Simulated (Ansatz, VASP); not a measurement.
# Two plane-wave programs on F

```
F
1.0
     9.00000    0.00000    0.00000
     0.00000    9.50000    0.00000
     0.00000    0.00000   10.00000
F
2
Direct
  0.50000 0.50000 0.42930
  0.50000 0.50000 0.57070
```

Alike in both runs: functional PBE; k mesh 1 × 1 × 1; occupations fermi-dirac, width 0.02 eV; no spin polarisation.

Ansatz relaxed the structure, and its values are those at the end. VASP's run is a single point on that final structure, the one shown.

```csv
,VASP,Ansatz
version,VASP 6.6.1,Ansatz 0.2.0
potentials or method,"VASP PAW PBE potentials, release 64 (F_h), cutoff 1010 eV","plane waves, PAW"
valence electrons in the cell,14,14
```

VASP gave:

- rms of the force components (eV/Å): 0.006

Q: Estimate Ansatz's values.

A: rms of the force components (eV/Å): 0.001.

The functional is the same, so the differences come from potentials, cutoffs and numerics. Ansatz's warnings: stress scf threshold loose.
